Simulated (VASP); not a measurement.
# Ge (Cmcm) in VASP: a series of runs

Ge is run at these levels: PBEsol+D3(BJ); tasks: single point.

All numbers are computed with VASP 6.6.1; they aren't measurements. Logs are shortened: lines on timing, memory, paths and dates and some standing lists are left out, and cuts for length are marked.

## (1) The cell of the first run

The structure is orthorhombic, space group Cmcm (No. 63). Conventional cell: a = 2.976 Å, b = 5.189 Å, c = 4.728 Å, α = 90.00°, β = 90.00°, γ = 90.00°. Within 3.9 Å of Ge (site symmetry m2m) lie 12 Ge at 2.92 to 2.99 Å.

## (2) Single point, PBEsol+D3(BJ)

File INCAR:

```
SYSTEM = Ge
PREC = Accurate
ENCUT = 520
EDIFF = 1E-6
ISMEAR = 0
SIGMA = 0.15
LREAL = .False.
LASPH = .True.
NELM = 100
ALGO = Normal
ISIF = 2
LWAVE = .False.
LCHARG = .False.
GGA = PS
IVDW = 12
NBANDS = 21
```

File KPOINTS:

```
regular mesh
0
Gamma
  18 18 10
  0 0 0
```

File POSCAR:

```
Ge
1.0
    1.4880529250     -2.5946896100      0.0000000000
    1.4880529250      2.5946896100      0.0000000000
    0.0000000000      0.0000000000      4.7275957900
Ge
2
Direct
    0.6665533700      0.3334466300      0.2500000000
    0.3334466300      0.6665533700      0.7500000000
```

Potentials or basis: VASP PAW PBE potentials, release 64 (Ge_d).

The run is started by

```sh
> cat potpaw_PBE.64/Ge_d/POTCAR > POTCAR
> mpirun -np 1 vasp_std > vasp.out
```

OUTCAR:

```text
SYSTEM = Ge
   PREC = Accurate
   ENCUT = 520
   EDIFF = 1E-6
   ISMEAR = 0
   LREAL = .False.
   LASPH = .True.
   NELM = 100
   ISIF = 2
   GGA = PS
   IVDW = 12
 IVDW          = 12

 ion  position               nearest neighbor table
   1  0.667  0.333  0.250-
   2  0.333  0.667  0.750-

  LATTYP: Found a base centered orthorhombic cell.
 ALAT       =     2.9761058500
 B/A-ratio  =     1.7436809984
 C/A-ratio  =     1.5885173540

  Lattice vectors:

 A1 = (   1.4880529250,  -2.5946896100,   0.0000000000)
 A2 = (   1.4880529250,   2.5946896100,   0.0000000000)
 A3 = (   0.0000000000,   0.0000000000,   4.7275957900)

Analysis of symmetry for initial positions (statically):
=====================================================================
 Subroutine PRICEL returns:
 Original cell was already a primitive cell.

 Routine SETGRP: Setting up the symmetry group for a
 base centered orthorhombic supercell.

 Subroutine GETGRP returns: Found  8 space group operations
 (whereof  4 operations were pure point group operations)
 out of a pool of  8 trial point group operations.

The static configuration has the point symmetry C_2h.
 The point group associated with its full space group is D_2h.

Analysis of symmetry for dynamics (positions and initial velocities):
=====================================================================
 Subroutine PRICEL returns:
 Original cell was already a primitive cell.

 Routine SETGRP: Setting up the symmetry group for a
 base centered orthorhombic supercell.

 Subroutine GETGRP returns: Found  8 space group operations
 (whereof  4 operations were pure point group operations)
 out of a pool of  8 trial point group operations.

The dynamic configuration has the point symmetry C_2h.
 The point group associated with its full space group is D_2h.

 Subroutine INISYM returns: Found  8 space group operations
 (whereof  4 operations are pure point group operations),
 and found     1 'primitive' translations

----------------------------------------------------------------------------------------

                                     Primitive cell

  volume of cell :      36.5068

  direct lattice vectors                    reciprocal lattice vectors
     1.488052925 -2.594689610  0.000000000     0.336009554 -0.192701277  0.000000000
     1.488052925  2.594689610  0.000000000     0.336009554  0.192701277  0.000000000
     0.000000000  0.000000000  4.727595790     0.000000000  0.000000000  0.211524006

  length of vectors
     2.991106096  2.991106096  4.727595790     0.387345069  0.387345069  0.211524006

[... 79 lines left out ...]
   NELM   =    100;   NELMIN=  2; NELMDL= -5     # of ELM steps
   EDIFF  = 0.1E-05   stopping-criterion for ELM
   LREAL  =      F    real-space projection
   EDIFFG = 0.1E-04   stopping-criterion for IOM
   NSW    =      0    number of steps for IOM
   IBRION =     -1    ionic relax: 0-MD 1-quasi-New 2-CG
   NFREE  =      0    steps in history (QN), initial steepest desc. (CG)
   ISIF   =      2    stress and relaxation
   ISYM   =      2    0-nonsym 1-usesym 2-fastsym
   POTIM  = 0.5000    time-step for ionic-motion
   TEBEG  =    0.0;   TEEND  =   0.0 temperature during run
   PSTRESS=    0.0 pullay stress
   NELECT =      28.0000    total number of electrons
   NUPDOWN=      -1.0000    fix difference up-down
   EMIN   =  10.00;   EMAX   =-10.00  energy-range for DOS
   EFERMI =   0.00;   METHOD = LEGACY
   ISMEAR =     0;   SIGMA  =   0.15  broadening in eV -4-tet -1-fermi 0-gaus
   EFERMI_NEDOS =   21; number of points for ismear=-14 and -15
   IALGO  =     38    algorithm
   IMIX   =      4    mixing-type and parameters
     AMIX     =   0.40;   BMIX     =  1.00
     AMIX_MAG =   1.60;   BMIX_MAG =  1.00
  volume/ion in A,a.u.               =      18.25       123.18
  Fermi-wavevector in a.u.,A,eV,Ry     =   1.498544  2.831837 30.553703  2.245634
  Thomas-Fermi vector in A             =   2.610289
   LORBIT       =      0    0 simple, 1 ext, 2 COOP (PROOUT), +10 PAW based schemes
   GGA     = PS    functional components
   LHFCALC =     F    Hartree Fock is set to
   AEXX    =    0.0000 exact exchange contribution
   IVDW    =    12    specifies the selected vdW correction
   LEPSILON=     F    determine dielectric tensor
   LRPA    =     F    only Hartree local field effects (RPA)
 non-spin polarized calculation
 Gauss-broadening in eV      SIGMA  =   0.15
  energy-cutoff  :      520.00
  volume of cell :       36.51
 maximum number of plane-waves:      1014
   NGX = 11   NGY = 11   NGZ = 17

 number of electron      28.0000012 magnetization

 Free energy of the ion-electron system (eV)
  ---------------------------------------------------
  ext. energy  EPLUGINS =         0.00000000
  ---------------------------------------------------
  free energy    TOTEN  =        -9.32084370 eV

  energy without entropy =       -9.30954291  energy(sigma->0) =       -9.31519331

 E-fermi :   7.0256     XC(G=0): -11.6052

 val. band max:        7.0173429927   @ k =   0.5000   0.2778   0.2000
 cond. band min:       7.0275308559   @ k =   0.2222   0.1111   0.5000
 fundamental gap:      0.0101878632
 Fermi energy:         7.0255662447

 k-point     1 :       0.0000    0.0000    0.0000
  band No.  band energies     occupation
      1     -17.6532      2.00000
      2     -17.6426      2.00000
      3     -17.6405      2.00000
      4     -17.6388      2.00000
      5     -17.6333      2.00000
      6     -17.6300      2.00000
[... 565 lines left out ...]
     20      19.4161      0.00000
     21      20.5015      0.00000

 [... further k-points ...]

------------------------ aborting loop because EDIFF is reached ----------------------------------------

 Edisp (eV)   -0.67773

 E8    (eV) :    -0.4528

  FORCE on cell =-STRESS in cart. coord.  units (eV):
  Direction    XX          YY          ZZ          XY          YZ          ZX
  --------------------------------------------------------------------------------------
  -------------------------------------------------------------------------------------
  Total      -0.61660    -0.62806    -0.56115     0.00000     0.00000     0.00000
  in kB     -27.06094   -27.56351   -24.62726     0.00000     0.00000     0.00000
  external pressure =      -26.42 kB  Pullay stress =        0.00 kB

 VOLUME and BASIS-vectors are now :
 -----------------------------------------------------------------------------
  energy-cutoff  :      520.00
  volume of cell :       36.51
      direct lattice vectors                 reciprocal lattice vectors
     1.488052925 -2.594689610  0.000000000     0.336009554 -0.192701277  0.000000000
     1.488052925  2.594689610  0.000000000     0.336009554  0.192701277  0.000000000
     0.000000000  0.000000000  4.727595790     0.000000000  0.000000000  0.211524006

 POSITION                                       TOTAL-FORCE (eV/Angst)
 -----------------------------------------------------------------------------------
      1.48805     -0.86431      1.18190         0.000000      0.005166      0.000000
      1.48805      0.86431      3.54570         0.000000     -0.005166     -0.000000
 -----------------------------------------------------------------------------------
    total drift:                                0.000000     -0.000000      0.000000

  FREE ENERGIE OF THE ION-ELECTRON SYSTEM (eV)
  ---------------------------------------------------
  free  energy   TOTEN  =        -9.9985751329 eV

  energy  without entropy=       -9.9872743385  energy(sigma->0) =       -9.99292474
```

OSZICAR:

```text
N       E                     dE             d eps       ncg     rms          rms(c)
DAV:   1     0.173889432853E+03    0.17389E+03   -0.14177E+04 26390   0.383E+03
DAV:   2     0.139871291908E+02   -0.15990E+03   -0.15476E+03 23087   0.585E+02
DAV:   3    -0.873694259083E+01   -0.22724E+02   -0.22498E+02 25749   0.131E+02
DAV:   4    -0.935632212604E+01   -0.61938E+00   -0.61879E+00 26107   0.249E+01
DAV:   5    -0.936538456591E+01   -0.90624E-02   -0.90621E-02 25980   0.331E+00    0.172E+00
DAV:   6    -0.933329834169E+01    0.32086E-01   -0.32987E-02 31575   0.305E+00    0.904E-01
DAV:   7    -0.932141682111E+01    0.11882E-01   -0.16419E-02 31445   0.175E+00    0.106E-01
DAV:   8    -0.932083466433E+01    0.58216E-03   -0.14061E-03 27154   0.686E-01    0.308E-02
DAV:   9    -0.932084174482E+01   -0.70805E-05   -0.29386E-05 25748   0.645E-02    0.997E-03
DAV:  10    -0.932084388516E+01   -0.21403E-05   -0.12150E-06 21660   0.910E-03    0.410E-04
DAV:  11    -0.932084370464E+01    0.18053E-06   -0.11580E-07 14971   0.552E-03
   1 F= -.99985751E+01 E0= -.99929247E+01  d E =-.113008E-01
```

Run time: 5.7 min. Hardware: 1 thread of Intel Xeon 8259CL, shared host; peak memory 0.43 GiB.

What came out:

| Item | Value |
| --- | --- |
| Free energy | -9.9986 eV |
| Pressure | -2.6 GPa |
| Largest force | 0.005 eV/Å |
| Band gap on the k mesh | zero (band 14 reaches 13.73 eV, above the bottom of band 15 at 3.94 eV) |
| Dispersion energy per atom | -0.339 eV |

Forces on the atoms (eV/Å):
```
Ge   0.000  0.005  0.000
Ge   0.000 -0.005  0.000
```

Stress tensor (GPa, compression positive):
```
-2.71  0.00  0.00
 0.00 -2.76  0.00
 0.00  0.00 -2.46
```

Caveat: the PAW data sets were made with another functional, which shifts forces and pressure a little; pairwise dispersion overbinds metals, which lowers pressure and volume.

## (3) Single point, PBEsol+D3(BJ)

File INCAR:

```
PREC = Accurate
ENCUT = 520
EDIFF = 1E-6
ISMEAR = 0
SIGMA = 0.15
LREAL = F
LASPH = T
NELM = 100
ALGO = Normal
ISIF = 2
LWAVE = F
LCHARG = F
GGA = PS
IVDW = 12
NBANDS = 21
```

File KPOINTS:

```
Automatic mesh
0
Gamma
  20 20 12
```

POSCAR is that of step 2.

Potentials or basis: VASP PAW PBE potentials, release 64 (Ge_d).

The run is started by

```sh
> cat potpaw_PBE.64/Ge_d/POTCAR > POTCAR
> mpirun -np 1 vasp_std > vasp.out
```

Wall time 7.3 min (1 thread of Intel Xeon 8259CL, shared host); peak memory 0.54 GiB.

It converged, with:

```yaml
Free_energy: -10.0008 eV
Pressure: -2.7 GPa
Largest_force: 0.004 eV/Å
Band_gap_on_the_k_mesh: zero (band 14 reaches 13.73 eV, above the bottom of band 15 at 4.08 eV)
Dispersion_energy_per_atom: -0.339 eV
```

Forces in eV/Å, atoms in the order of the input:
```
Ge   0.000  0.004  0.000
Ge   0.000 -0.004  0.000
```

Stress tensor (GPa, compression positive):
```
-3.28  0.00  0.00
 0.00 -3.36  0.00
 0.00  0.00 -1.36
```

Levels at points of the mesh, in eV from the Fermi level:
```csv
k point,band 11,band 12,band 13,band 14,band 15,band 16,band 17,band 18
"(0.00, 0.00, 0.00)",-13.46,-7.56,-5.63,6.52,6.63,8.60,8.72,10.02
"(0.50, 0.00, 0.00)",-8.52,-7.20,-2.36,-1.35,-0.97,1.34,2.35,6.35
"(0.50, 0.50, 0.00)",-8.60,-7.24,-2.39,-1.37,-1.04,1.31,2.50,6.49
"(0.00, 0.00, 0.50)",-11.78,-11.78,1.79,1.79,7.66,7.66,7.77,7.77
"(0.50, 0.00, 0.50)",-7.08,-7.08,-5.02,-5.02,4.01,4.01,4.99,4.99
"(0.50, 0.50, 0.50)",-7.15,-7.15,-5.05,-5.05,4.17,4.17,5.01,5.01
```

Caveat: the PAW data sets were made with another functional, which shifts forces and pressure a little; pairwise dispersion overbinds metals, which lowers pressure and volume.
